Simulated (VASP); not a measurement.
Set up this calculation in VASP 6.6.1, as the native input.

```yaml
Task: single point
Functional: PBE
Potentials_or_basis: VASP PAW PBE potentials, release 64 (Ta_pv, N)
Cutoff: 520 eV
k_mesh: 11 × 11 × 11
Occupations: gaussian, width 0.15 eV
Spin: no spin polarisation
Dipole_correction: no
Further_INCAR_settings: ALGO = Normal; EDIFF = 1e-06; NBANDS = 15
```

The structure of TaN lies in POSCAR:

```
TaN
1.0
    0.0000000000      2.1981992271      2.1981992271
    2.1981992271      0.0000000000      2.1981992271
    2.1981992271      2.1981992271      0.0000000000
Ta N
1 1
Direct
    0.5000000000      0.5000000000      0.5000000000
    0.0000000000      0.0000000000      0.0000000000
```

The input as run:

INCAR

```
SYSTEM = TaN
PREC = Accurate ; ENCUT = 520
EDIFF = 1E-6 ; ISMEAR = 0
SIGMA = 0.15 ; LREAL = .False.
LASPH = .True. ; NELM = 100
ALGO = Normal ; ISIF = 2
LWAVE = .False. ; LCHARG = .False.
GGA = PE ; NBANDS = 15
```

KPOINTS

```
regular mesh
0
Gamma
  11 11 11
  0 0 0
```

Potentials or basis: VASP PAW PBE potentials, release 64 (Ta_pv, N).

Command:

```sh
$ cat potpaw_PBE.64/Ta_pv/POTCAR potpaw_PBE.64/N/POTCAR > POTCAR
$ mpirun -np 1 vasp_std > vasp.out
```

It gave:

```yaml
Pressure: 5.7 GPa
Band_gap_on_the_k_mesh: zero (band 8 reaches 11.24 eV, above the bottom of band 9 at 7.45 eV)
```

Caveat: spin-orbit coupling is left out, which moves the levels of the heavy elements.

Run time: 7.9 s on 1 thread of Intel Xeon 6975P-C, on a shared host, peak memory 0.15 GiB.
